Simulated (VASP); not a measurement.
# PbSe (Clausthalite) (Fm-3m) in VASP: single point with LDA

Aim: the single point of PbSe (Clausthalite) with LDA.

Everything below comes from runs of VASP 6.6.1. Logs are shortened: lines on timing, memory, paths and dates and some standing lists are left out, and cuts for length are marked.

### 1 The cell of the first run

It takes space group Fm-3m (No. 225, cubic). Conventional cell: a = 6.121 Å, b = 6.121 Å, c = 6.121 Å, α = 90.00°, β = 90.00°, γ = 90.00°. Pb (site symmetry m-3m) has 6 Se at 3.06 Å within 4.0 Å. Se (site symmetry m-3m) has 6 Pb at 3.06 Å within 4.0 Å.

### 2 Single point, LDA

INCAR

```
  PREC = Accurate
  ENCUT = 500
  EDIFF = 1E-6
  ISMEAR = -1
  SIGMA = 0.1
  LREAL = F
  LASPH = T
  NELM = 120
  ALGO = Normal
  ISIF = 2
  LWAVE = F
  LCHARG = T
  LELF = T
  LVHAR = T
  NBANDS = 17
  GGA_COMPAT = F
```

KPOINTS

```
Automatic mesh
0
Gamma
  5 5 5
```

POSCAR

```
PbSe
1.0
    0.0000000000      3.0606500000      3.0606500000
    3.0606500000      0.0000000000      3.0606500000
    3.0606500000      3.0606500000      0.0000000000
Pb Se
1 1
Direct
    0.0000000000      0.0000000000      0.0000000000
    0.5000000000      0.5000000000      0.5000000000
```

Potentials or basis: VASP PAW LDA potentials, release 64 (Pb_d, Se).

On the command line:

```sh
> cat potpaw_LDA.64/Pb_d/POTCAR potpaw_LDA.64/Se/POTCAR > POTCAR
> mpirun -np 1 vasp_std > vasp.out
```

OUTCAR:

```text
PREC = Accurate
   ENCUT = 500
   EDIFF = 1E-6
   ISMEAR = -1
   LREAL = F
   LASPH = T
   NELM = 120
   ISIF = 2

 ion  position               nearest neighbor table
   1  0.000  0.000  0.000-   2 3.06   2 3.06   2 3.06   2 3.06   2 3.06   2 3.06
   2  0.500  0.500  0.500-   1 3.06   1 3.06   1 3.06   1 3.06   1 3.06   1 3.06

  LATTYP: Found a face centered cubic cell.
 ALAT       =     6.1213000000

  Lattice vectors:

 A1 = (   0.0000000000,   3.0606500000,   3.0606500000)
 A2 = (   3.0606500000,   0.0000000000,   3.0606500000)
 A3 = (   3.0606500000,   3.0606500000,   0.0000000000)

Analysis of symmetry for initial positions (statically):
=====================================================================
 Subroutine PRICEL returns:
 Original cell was already a primitive cell.

 Routine SETGRP: Setting up the symmetry group for a
 face centered cubic supercell.

 Subroutine GETGRP returns: Found 48 space group operations
 (whereof 48 operations were pure point group operations)
 out of a pool of 48 trial point group operations.

The static configuration has the point symmetry O_h .

Analysis of symmetry for dynamics (positions and initial velocities):
=====================================================================
 Subroutine PRICEL returns:
 Original cell was already a primitive cell.

 Routine SETGRP: Setting up the symmetry group for a
 face centered cubic supercell.

 Subroutine GETGRP returns: Found 48 space group operations
 (whereof 48 operations were pure point group operations)
 out of a pool of 48 trial point group operations.

The dynamic configuration has the point symmetry O_h .

 Subroutine INISYM returns: Found 48 space group operations
 (whereof 48 operations are pure point group operations),
 and found     1 'primitive' translations

----------------------------------------------------------------------------------------

                                     Primitive cell

  volume of cell :      57.3418

  direct lattice vectors                    reciprocal lattice vectors
     0.000000000  3.060650000  3.060650000    -0.163363991  0.163363991  0.163363991
     3.060650000  0.000000000  3.060650000     0.163363991 -0.163363991  0.163363991
     3.060650000  3.060650000  0.000000000     0.163363991  0.163363991 -0.163363991

  length of vectors
     4.328412740  4.328412740  4.328412740     0.282954733  0.282954733  0.282954733

  position of ions in fractional coordinates (direct lattice)
[... 62 lines left out ...]
   ENCUT  =  500.0 eV  36.75 Ry    6.06 a.u.   7.89  7.89  7.89*2*pi/ulx,y,z
   NELM   =    120;   NELMIN=  2; NELMDL= -5     # of ELM steps
   EDIFF  = 0.1E-05   stopping-criterion for ELM
   LREAL  =      F    real-space projection
   EDIFFG = 0.1E-04   stopping-criterion for IOM
   NSW    =      0    number of steps for IOM
   IBRION =     -1    ionic relax: 0-MD 1-quasi-New 2-CG
   NFREE  =      0    steps in history (QN), initial steepest desc. (CG)
   ISIF   =      2    stress and relaxation
   ISYM   =      2    0-nonsym 1-usesym 2-fastsym
   POTIM  = 0.5000    time-step for ionic-motion
   TEBEG  =    0.0;   TEEND  =   0.0 temperature during run
   PSTRESS=    0.0 pullay stress
   NELECT =      20.0000    total number of electrons
   NUPDOWN=      -1.0000    fix difference up-down
   EMIN   =  10.00;   EMAX   =-10.00  energy-range for DOS
   EFERMI =   0.00;   METHOD = LEGACY
   ISMEAR =    -1;   SIGMA  =   0.10  broadening in eV -4-tet -1-fermi 0-gaus
   EFERMI_NEDOS =   21; number of points for ismear=-14 and -15
   IALGO  =     38    algorithm
   IMIX   =      4    mixing-type and parameters
     AMIX     =   0.40;   BMIX     =  1.00
     AMIX_MAG =   1.60;   BMIX_MAG =  1.00
  volume/ion in A,a.u.               =      28.67       193.48
  Fermi-wavevector in a.u.,A,eV,Ry     =   1.152377  2.177676 18.068159  1.327972
  Thomas-Fermi vector in A             =   2.289028
   LORBIT       =      0    0 simple, 1 ext, 2 COOP (PROOUT), +10 PAW based schemes
   GGA     = CA    functional components
   LHFCALC =     F    Hartree Fock is set to
   AEXX    =    0.0000 exact exchange contribution
   IVDW    =     0    specifies the selected vdW correction
   LEPSILON=     F    determine dielectric tensor
   LRPA    =     F    only Hartree local field effects (RPA)
 non-spin polarized calculation
  energy-cutoff  :      500.00
  volume of cell :       57.34
 maximum number of plane-waves:      1476
   NGX = 15   NGY = 15   NGZ = 15

 number of electron      19.9999997 magnetization

 Free energy of the ion-electron system (eV)
  ---------------------------------------------------
  ext. energy  EPLUGINS =         0.00000000
  ---------------------------------------------------
  free energy    TOTEN  =        -9.45932321 eV

  energy without entropy =       -9.45828578  energy(sigma->0) =       -9.45880450

 E-fermi :   5.1064     XC(G=0):  -9.8480

 val. band max:        4.5123272091   @ k =  -0.2000   0.2000   0.0000
 cond. band min:       5.6227330450   @ k =   0.4000   0.0000   0.0000
 fundamental gap:      1.1104058359
 Fermi energy:         5.1063676463

 k-point     1 :       0.0000    0.0000    0.0000
  band No.  band energies     occupation
      1     -11.8789      2.00000
      2     -11.8789      2.00000
      3     -11.8765      2.00000
      4     -11.8765      2.00000
      5     -11.8765      2.00000
      6      -8.7128      2.00000
[... 177 lines left out ...]
      4     -11.8526      2.00000
      5     -11.8355      2.00000
      6      -7.3547      2.00000
[... 9 lines left out ...]
     16      16.1888      0.00000
     17      16.2695      0.00000

------------------------ aborting loop because EDIFF is reached ----------------------------------------

  FORCE on cell =-STRESS in cart. coord.  units (eV):
  Direction    XX          YY          ZZ          XY          YZ          ZX
  --------------------------------------------------------------------------------------
  -------------------------------------------------------------------------------------
  Total       -0.7790758     -0.7790758     -0.7790758      0.0000000      0.0000000     -0.0000000
  in kB      -21.7680393    -21.7680393    -21.7680393      0.0000000      0.0000000     -0.0000000
  external PRESSURE =     -21.7680393 kB  Pullay stress =       0.0000000 kB

 VOLUME and BASIS-vectors are now :
 -----------------------------------------------------------------------------
  energy-cutoff  :      500.00
  volume of cell :       57.34
      direct lattice vectors                 reciprocal lattice vectors
     0.000000000  3.060650000  3.060650000    -0.163363991  0.163363991  0.163363991
     3.060650000  0.000000000  3.060650000     0.163363991 -0.163363991  0.163363991
     3.060650000  3.060650000  0.000000000     0.163363991  0.163363991 -0.163363991

 POSITION                                       TOTAL-FORCE (eV/Angst)
 -----------------------------------------------------------------------------------
      0.00000      0.00000      0.00000        -0.000000      0.000000      0.000000
      3.06065      3.06065      3.06065         0.000000     -0.000000     -0.000000
 -----------------------------------------------------------------------------------
    total drift:                                0.000000     -0.000000     -0.000000

  FREE ENERGIE OF THE ION-ELECTRON SYSTEM (eV)
  ---------------------------------------------------
  free  energy   TOTEN  =        -9.4593232139 eV

  energy  without entropy=       -9.4582857763  energy(sigma->0) =       -9.45880450
```

stdout:

```text
POSCAR found type information on POSCAR PbSe
 POSCAR found :  2 types and       2 ions
 scaLAPACK will be used
 LDA part: xc-table for (Slater(with rela. corr.)+CA(PZ))
 , standard interpolation
 POSCAR, INCAR and KPOINTS ok, starting setup
 FFT: planning ... GRIDC
 FFT: planning ... GRID_SOFT
 FFT: planning ... GRID
 WAVECAR not read
 entering main loop
```

It took 14 s on 1 thread of Intel Xeon 8259CL, shared host; peak memory 0.15 GiB.

What came out:

| Item | Value |
| --- | --- |
| Free energy | -9.4593 eV |
| Pressure | -2.2 GPa |

Caveat: this odd mesh misses L, where the gap lies, so gap, dielectric constants and Born charges aren't listed; spin-orbit coupling is left out, which moves the levels of the heavy elements.
